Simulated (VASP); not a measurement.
Input of a VASP 6.6.1 run:

Contents of INCAR:

```
ALGO = Normal ; EDIFF = 1E-6
ENCUT = 520 ; GGA = PE
ISIF = 2 ; ISMEAR = -1
LASPH = T ; LCHARG = F
LREAL = F ; LWAVE = F
NBANDS = 20 ; NELM = 100
PREC = Accurate ; SIGMA = 0.05
```

KPOINTS

```
k-points
0
Gamma
  16 16 9
```

POSCAR

```
Ga
1.0
    2.9828690315      0.0000000000      0.0000000000
   -1.4914345158      2.5832403574      0.0000000000
    0.0000000000      0.0000000000      4.9264340911
Ga
2
Direct
    0.3333333333      0.6666666667      0.2500000000
    0.6666666667      0.3333333333      0.7500000000
```

Potentials or basis: VASP PAW PBE potentials, release 64 (Ga_d).

Run with:

```console
$ cat potpaw_PBE.64/Ga_d/POTCAR > POTCAR
$ mpirun -np 1 vasp_std > vasp.out
```

What does it give for the band gap on the k mesh?

Zero (band 13 reaches 8.80 eV, above the bottom of band 14 at 2.76 eV).

What does it give for the pressure?

0.2 GPa.

Stress tensor (GPa, compression positive):
```
0.27 0.00 0.00
0.00 0.27 0.00
0.00 0.00 0.09
```
